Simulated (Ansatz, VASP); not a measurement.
## Two plane-wave programs on Mo

```
CELL_PARAMETERS angstrom
0.00000 2.80582 2.80582
2.80582 0.00000 2.80582
2.80582 2.80582 0.00000
ATOMIC_POSITIONS crystal
Mo 0.87500 0.87500 0.87500
Mo 0.12500 0.12500 0.12500
```

Alike in both runs: functional PBEsol; k mesh 12 × 12 × 12; occupations fermi-dirac, width 0.08 eV; no spin polarisation.

Ansatz relaxed the structure, and its values are those at the end. VASP's run is a single point on that final structure, the one shown.

```csv
,VASP,Ansatz
version,VASP 6.6.1,Ansatz 0.2.0
potentials or method,"VASP PAW PBE potentials, release 64 (Mo_sv)","PAW with Ansatz's default frozen-core files, scalar-relativistic"
plane-wave cutoff (eV),520,420
valence electrons in the cell,28,28
```

|  | VASP | Ansatz | Ansatz less VASP |
| --- | --- | --- | --- |
| pressure (GPa) | 0.5 | 0.0 | -0.48 |

VASP's potentials were made for PBE, not for PBEsol. The functional is the same, so the differences come from potentials, cutoffs and numerics.
